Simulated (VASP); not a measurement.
Input of a VASP 6.6.1 run:

Contents of INCAR:

```
SYSTEM = TeAs2
PREC = Accurate ; ENCUT = 520
EDIFF = 1E-7 ; ISMEAR = 0
SIGMA = 0.1 ; LREAL = .FALSE.
LASPH = .TRUE. ; NELM = 60
ALGO = Normal ; ISIF = 2
LWAVE = .FALSE. ; LCHARG = .FALSE.
GGA = PE ; NBANDS = 25
```

Contents of KPOINTS:

```
Automatic mesh
0
G
  4 4 4
  0 0 0
```

Contents of POSCAR:

```
TeAs2
1.0
   -3.5564540000      3.5564540000      2.9405160000
    3.5564540000     -3.5564540000      2.9405160000
    3.5564540000      3.5564540000     -2.9405160000
Te As
2 4
Direct
    0.7500000000      0.2500000000      0.5000000000
    0.0000000000      0.0000000000      0.0000000000
    0.3750000000      0.6250000000      0.2500000000
    0.3750000000      0.1250000000      0.7500000000
    0.3750000000      0.6250000000      0.7500000000
    0.8750000000      0.6250000000      0.2500000000
```

Potentials or basis: VASP PAW PBE potentials, release 64 (Te, As).

The run is started by

```sh
$ cat potpaw_PBE.64/Te/POTCAR potpaw_PBE.64/As/POTCAR > POTCAR
$ mpirun -np 1 vasp_std > vasp.out
```

Q: Predict the pressure.

A: -1.4 GPa.

Q: What does it give for the band gap on the k mesh?

A: Zero (band 16 reaches 5.94 eV, above the bottom of band 17 at 5.45 eV).

Stress tensor (GPa, compression positive):
```
-1.09  0.00  0.00
 0.00 -1.09  0.00
 0.00  0.00 -2.01
```

Caveat: spin-orbit coupling is left out, which moves the levels of the heavy elements.
